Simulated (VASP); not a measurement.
# Si (a cell with a defect): single point with PBE

System: Si (a cell with a defect).

```xyz
17
Lattice="0.0000 5.4300 5.4300 5.4300 0.0000 5.4300 5.4300 5.4300 0.0000" Properties=species:S:1:pos:R:3 pbc="T T T"
Si   -0.0620    0.2586   -0.0350
Si    1.3901    1.7316    1.3913
Si    3.3073    3.3578   -0.5260
Si    4.0732    4.2712    1.5299
Si    2.3288   -0.1880    3.1360
Si    3.7707    1.3487    4.1357
Si    5.2819    2.3990    2.3577
Si    6.3913    2.9340    4.4699
Si   -0.1614    2.8810    3.0949
Si    1.3919    4.4570    4.1735
Si    2.7786    5.7857    2.9083
Si    4.3337    6.6695    4.3929
Si    2.8349    2.9301    5.4723
Si    4.0090    4.1437    7.1411
Si    5.8451    5.1626    5.3496
Si    6.8932    6.6094    6.6107
Si    3.7324    6.3856    6.7723
```

| Property | Result |
| --- | --- |
| Program | VASP 6.6.1 |
| Task | single point |
| Functional | PBE |
| Potentials or basis | VASP PAW PBE potentials, release 64 (Si) |
| Cutoff | 520 eV |
| k mesh | 2 × 2 × 2 |
| Occupations | fermi-dirac, width 0.05 eV |
| Spin | no spin polarisation |
| Dipole correction | no |
| Further INCAR settings | LREAL = Auto; ALGO = Normal; EDIFF = 1e-06; NBANDS = 48 |

```yaml
Pressure: 1.9 GPa
Largest_force: 2.821 eV/Å
Band_gap_on_the_k_mesh: zero (bands 34 and 35 overlap by 0.09 eV)
```

Forces on the atoms (eV/Å):
```
Si   0.132  0.282  1.686
Si  -0.545 -0.235 -0.150
Si  -0.911  0.535 -0.089
Si   0.353  0.242 -0.668
Si  -0.850 -0.618  0.582
Si   0.931 -0.101 -0.475
Si  -0.414  0.525  0.634
Si   0.763  0.460  1.147
Si   2.150  0.439 -0.281
Si  -0.034 -1.809  0.146
Si   0.218 -0.852 -0.468
Si  -0.383 -0.116 -0.052
Si  -1.431  0.532  0.418
Si  -0.298 -0.465 -0.887
Si  -0.516 -2.116 -1.237
Si   1.721  2.164  0.560
Si  -0.885  1.133 -0.864
```

Stress tensor (GPa, compression positive):
```
2.57 0.12 0.40
0.12 1.27 0.88
0.40 0.88 1.72
```

Levels at points of the mesh, in eV from the Fermi level:
| k point | band 31 | band 32 | band 33 | band 34 | band 35 | band 36 | band 37 | band 38 |
| --- | --- | --- | --- | --- | --- | --- | --- | --- |
| (0.00, 0.00, 0.00) | -0.98 | -0.81 | -0.63 | -0.44 | 0.11 | 0.32 | 0.37 | 0.54 |
| (0.50, 0.00, 0.00) | -1.24 | -0.86 | -0.57 | -0.12 | 0.09 | 0.58 | 0.79 | 0.98 |
| (0.00, 0.50, 0.00) | -1.18 | -0.83 | -0.26 | -0.23 | 0.01 | 0.41 | 0.60 | 0.94 |
| (0.00, 0.00, 0.50) | -1.07 | -0.68 | -0.47 | -0.22 | 0.06 | 0.49 | 0.81 | 0.83 |
| (0.50, 0.50, 0.50) | -1.25 | -0.84 | -0.74 | -0.36 | 0.23 | 0.35 | 0.75 | 0.99 |
| (0.50, 0.50, 0.00) | -1.42 | -0.88 | -0.45 | -0.21 | 0.50 | 0.88 | 1.17 | 1.42 |
| (0.00, 0.50, 0.50) | -1.42 | -1.17 | -0.73 | 0.09 | 0.40 | 0.74 | 1.25 | 1.40 |
| (0.50, 0.00, 0.50) | -1.27 | -1.03 | -0.71 | -0.41 | 0.22 | 0.80 | 1.00 | 1.37 |

Run time: 6.8 min on 1 thread of AMD EPYC 7R43 64-Core Processor (Zen 3), on a shared host, peak memory 0.42 GiB.

Caveat: the k points lie up to 0.50 Å⁻¹ apart.
